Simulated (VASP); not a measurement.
# Be3Si (I4/mmm) in VASP: single point with RPBE

Aim: the single point of Be3Si with RPBE.

All numbers are computed with VASP 6.6.1; they aren't measurements. Logs are shortened: lines on timing, memory, paths and dates and some standing lists are left out, and cuts for length are marked.

## 1. The cell of the first run

The structure is tetragonal, space group I4/mmm (No. 139). The conventional cell has a = 3.411 Å, b = 3.411 Å, c = 6.846 Å, α = 90.00°, β = 90.00°, γ = 90.00°. Within 3.2 Å of Be (site symmetry -4m2) lie 8 Be at 2.41 to 2.42 Å and 4 Si at 2.42 Å. Within 3.2 Å of Be (site symmetry 4/mmm) lie 4 Si at 2.41 Å and 8 Be at 2.42 Å. Within 3.2 Å of Si (site symmetry 4/mmm) lie 12 Be at 2.41 to 2.42 Å.

## 2. Single point, RPBE

Input file INCAR:

```
PREC = Accurate
ENCUT = 500
EDIFF = 1E-6
ISMEAR = 1
SIGMA = 0.36
LREAL = F
LASPH = T
NELM = 120
ALGO = Normal
ISIF = 2
LWAVE = F
LCHARG = F
GGA = RP
NBANDS = 13
ISYM = -1
GGA_COMPAT = F
```

Input file KPOINTS:

```
explicit points
4
Reciprocal
  0.06250000   0.25000000   0.25000000 1
  0.31250000   0.25000000   0.25000000 1
  0.56250000   0.25000000   0.25000000 1
  0.81250000   0.25000000   0.25000000 1
```

Input file POSCAR:

```
Be3Si
1.0
   -1.7055660000      1.7055660000      3.4231330000
    1.7055660000     -1.7055660000      3.4231330000
    1.7055660000      1.7055660000     -3.4231330000
Be Si
3 1
Direct
    0.7500000000      0.2500000000      0.5000000000
    0.2500000000      0.7500000000      0.5000000000
    0.5000000000      0.5000000000      0.0000000000
    0.0000000000      0.0000000000      0.0000000000
```

Potentials or basis: VASP PAW PBE potentials, release 64 (Be, Si).

Launch:

```
cat potpaw_PBE.64/Be/POTCAR potpaw_PBE.64/Si/POTCAR > POTCAR
mpirun -np 1 vasp_std > vasp.out
```

OUTCAR:

```text
PREC = Accurate
   ENCUT = 500
   EDIFF = 1E-6
   ISMEAR = 1
   LREAL = F
   LASPH = T
   NELM = 120
   ISIF = 2
   GGA = RP
   ISYM = -1

 ion  position               nearest neighbor table
   1  0.750  0.250  0.500-   4 2.42   4 2.42   4 2.42   4 2.42
   2  0.250  0.750  0.500-   4 2.42   4 2.42   4 2.42   4 2.42
   3  0.500  0.500  0.000-   4 2.41   4 2.41   4 2.41   4 2.41
   4  0.000  0.000  0.000-   3 2.41   3 2.41   3 2.41   3 2.41   1 2.42   1 2.42   2 2.42   2 2.42
                             2 2.42   1 2.42   2 2.42   1 2.42

IMPORTANT INFORMATION: All symmetrisations will be switched off!
NOSYMM: (Re-)initialisation of all symmetry stuff for point group C_1.

----------------------------------------------------------------------------------------

                                     Primitive cell

  volume of cell :      39.8310

  direct lattice vectors                    reciprocal lattice vectors
    -1.705566000  1.705566000  3.423133000     0.000000000  0.293157814  0.146065023
     1.705566000 -1.705566000  3.423133000     0.293157814  0.000000000  0.146065023
     1.705566000  1.705566000 -3.423133000     0.293157814  0.293157814  0.000000000

  length of vectors
     4.187570930  4.187570930  4.187570930     0.327530907  0.327530907  0.414587756

  position of ions in fractional coordinates (direct lattice)
     0.750000000  0.250000000  0.500000000
     0.250000000  0.750000000  0.500000000
     0.500000000  0.500000000  0.000000000
     0.000000000  0.000000000  0.000000000

  ion indices of the primitive-cell ions
   primitive index   ion index
                 1           1
                 2           2
                 3           3
                 4           4

----------------------------------------------------------------------------------------

 KPOINTS: explicit points

Read explicit list of k-points.

 Found      4 k-points:

 Following reciprocal coordinates:
            Coordinates               Weight
  0.062500  0.250000  0.250000      0.250000
  0.312500  0.250000  0.250000      0.250000
  0.562500  0.250000  0.250000      0.250000
  0.812500  0.250000  0.250000      0.250000
   k-points           NKPTS =      4   k-points in BZ     NKDIM =      4   number of bands    NBANDS=     13
   number of dos      NEDOS =    301   number of ions     NIONS =      4
   total plane-waves  NPLWV =  32768
   dimension x,y,z NGX =    32 NGY =   32 NGZ =   32
   dimension x,y,z NGXF=    64 NGYF=   64 NGZF=   64
   ions per type =               3   1
   NGX,Y,Z   is equivalent  to a cutoff of  12.70, 12.70, 12.70 a.u.
   NGXF,Y,Z  is equivalent  to a cutoff of  25.41, 25.41, 25.41 a.u.
 SYSTEM =  unknown system
   PREC   = accura    normal or accurate (medium, high low for compatibility)
   ISTART =      0    job   : 0-new  1-cont  2-samecut
   ICHARG =      2    charge: 1-file 2-atom 10-const
   ISPIN  =      1    spin polarized calculation?
   LNONCOLLINEAR =      F non collinear calculations
   LSORBIT =      F    spin-orbit coupling
   LASPH  =      T    aspherical Exc in radial PAW
   ENCUT  =  500.0 eV  36.75 Ry    6.06 a.u.   7.63  7.63  7.63*2*pi/ulx,y,z
   NELM   =    120;   NELMIN=  2; NELMDL= -5     # of ELM steps
   EDIFF  = 0.1E-05   stopping-criterion for ELM
   LREAL  =      F    real-space projection
   EDIFFG = 0.1E-04   stopping-criterion for IOM
   NSW    =      0    number of steps for IOM
   IBRION =     -1    ionic relax: 0-MD 1-quasi-New 2-CG
   NFREE  =      0    steps in history (QN), initial steepest desc. (CG)
   ISIF   =      2    stress and relaxation
   ISYM   =     -1    0-nonsym 1-usesym 2-fastsym
   POTIM  = 0.5000    time-step for ionic-motion
   TEBEG  =    0.0;   TEEND  =   0.0 temperature during run
   PSTRESS=    0.0 pullay stress
   NELECT =      10.0000    total number of electrons
   NUPDOWN=      -1.0000    fix difference up-down
   EMIN   =  10.00;   EMAX   =-10.00  energy-range for DOS
   EFERMI =   0.00;   METHOD = LEGACY
   ISMEAR =     1;   SIGMA  =   0.36  broadening in eV -4-tet -1-fermi 0-gaus
   EFERMI_NEDOS =   21; number of points for ismear=-14 and -15
   IALGO  =     38    algorithm
   IMIX   =      4    mixing-type and parameters
     AMIX     =   0.40;   BMIX     =  1.00
     AMIX_MAG =   1.60;   BMIX_MAG =  1.00
  volume/ion in A,a.u.               =       9.96        67.20
  Fermi-wavevector in a.u.,A,eV,Ry     =   1.032764  1.951642 14.512003  1.066602
  Thomas-Fermi vector in A             =   2.166978
   LORBIT       =      0    0 simple, 1 ext, 2 COOP (PROOUT), +10 PAW based schemes
   GGA     = RP    functional components
   LHFCALC =     F    Hartree Fock is set to
   AEXX    =    0.0000 exact exchange contribution
   IVDW    =     0    specifies the selected vdW correction
   LEPSILON=     F    determine dielectric tensor
   LRPA    =     F    only Hartree local field effects (RPA)
 non-spin polarized calculation
 Methfessel and Paxton  Order N= 1 SIGMA  =   0.36
  energy-cutoff  :      500.00
  volume of cell :       39.83
 maximum number of plane-waves:      1015
 NGX is ok and might be reduce to    32
   NGX = 15   NGY = 15   NGZ = 15

 number of electron      10.0000000 magnetization

 Free energy of the ion-electron system (eV)
  ---------------------------------------------------
  ext. energy  EPLUGINS =         0.00000000
  ---------------------------------------------------
  free energy    TOTEN  =       -15.78314716 eV

  energy without entropy =      -15.75424203  energy(sigma->0) =      -15.77351211

 E-fermi :   7.5727     XC(G=0): -10.6634

 val. band max:        7.2646165622   @ k =   0.5625   0.2500   0.2500
 cond. band min:       7.5799119617   @ k =   0.0625   0.2500   0.2500
 fundamental gap:      0.3152953996
 Fermi energy:         7.5726706759

 k-point     1 :       0.0625    0.2500    0.2500
  band No.  band energies     occupation
      1      -1.0834      2.00000
      2       0.7533      2.00000
      3       3.1791      2.00000
      4       3.3562      2.00000
      5       5.9925      2.00000
      6       7.5799      0.96596
      7       8.8209     -0.00001
      8      11.5040     -0.00000
      9      14.8255      0.00000
     10      17.5343      0.00000
     11      18.1264      0.00000
     12      18.7433      0.00000
     13      19.1014      0.00000

 k-point     2 :       0.3125    0.2500    0.2500
  band No.  band energies     occupation
      1      -0.1633      2.00000
      2       1.3968      2.00000
      3       1.9138      2.00000
      4       2.5412      2.00000
      5       6.6046      2.00095
      6       7.6403      0.68806
      7       8.1697     -0.04079
      8       9.0244     -0.00000
      9      16.9843      0.00000
     10      18.2128      0.00000
     11      18.6135      0.00000
     12      19.4616      0.00000
     13      20.0052      0.00000

 k-point     3 :       0.5625    0.2500    0.2500
  band No.  band energies     occupation
      1      -1.8260      2.00000
      2       0.5195      2.00000
      3       2.4983      2.00000
      4       5.1660      2.00000
      5       7.2646      2.00592
      6       7.9574     -0.06172
      7       9.8235     -0.00000
      8      12.4540     -0.00000
      9      14.3867     -0.00000
     10      15.1317      0.00000
     11      16.5823      0.00000
     12      18.0582      0.00000
     13      18.2469      0.00000

 k-point     4 :       0.8125    0.2500    0.2500
  band No.  band energies     occupation
      1      -2.2053      2.00000
      2       0.5570      2.00000
      3       1.7651      2.00000
      4       7.1894      2.06119
      5       7.7164      0.38044
      6       9.8745     -0.00000
      7      10.1728     -0.00000
      8      10.9501     -0.00000
      9      12.8835     -0.00000
     10      15.1513      0.00000
     11      15.5026      0.00000
     12      17.6205      0.00000
     13      18.3155      0.00000

------------------------ aborting loop because EDIFF is reached ----------------------------------------

  FORCE on cell =-STRESS in cart. coord.  units (eV):
  Direction    XX          YY          ZZ          XY          YZ          ZX
  --------------------------------------------------------------------------------------
  -------------------------------------------------------------------------------------
  Total        5.1295958     -1.0614923     -3.8378845      1.7294343      3.3502994      2.2920031
  in kB      206.3349995    -42.6979086   -154.3766657     69.5654870    134.7638412     92.1944900
  external PRESSURE =       3.0868084 kB  Pullay stress =       0.0000000 kB

 VOLUME and BASIS-vectors are now :
 -----------------------------------------------------------------------------
  energy-cutoff  :      500.00
  volume of cell :       39.83
      direct lattice vectors                 reciprocal lattice vectors
    -1.705566000  1.705566000  3.423133000     0.000000000  0.293157814  0.146065023
     1.705566000 -1.705566000  3.423133000     0.293157814  0.000000000  0.146065023
     1.705566000  1.705566000 -3.423133000     0.293157814  0.293157814  0.000000000

 POSITION                                       TOTAL-FORCE (eV/Angst)
 -----------------------------------------------------------------------------------
      0.00000      1.70557      1.71157        -0.229220     -0.878429     -0.294092
      1.70557      0.00000      1.71157         0.229221      0.878429      0.294093
      0.00000      0.00000      3.42313         0.000005      0.000004     -0.000001
      0.00000      0.00000      0.00000        -0.000006     -0.000004     -0.000000
 -----------------------------------------------------------------------------------
    total drift:                                0.000000     -0.000000     -0.000000

  FREE ENERGIE OF THE ION-ELECTRON SYSTEM (eV)
  ---------------------------------------------------
  free  energy   TOTEN  =       -15.7831471571 eV

  energy  without entropy=      -15.7542420277  energy(sigma->0) =      -15.77351211
```

Run time: 2.7 s. Hardware: 1 thread of Intel Xeon Platinum 8488C (Sapphire Rapids), shared host; peak memory 0.16 GiB.

Results:

- Free energy: -15.7831 eV
- Pressure: 0.3 GPa
- Largest force: 0.954 eV/Å
- Band gap on the k mesh: zero (bands 5 and 6 overlap by 0.14 eV)

Forces in eV/Å, atoms in the order of the input:
```
Be  -0.229 -0.878 -0.294
Be   0.229  0.878  0.294
Be   0.000  0.000  0.000
Si   0.000  0.000  0.000
```

Caveat: so wide a smearing shifts energies and pressures; the PAW data sets were made with another functional, which shifts forces and pressure a little.
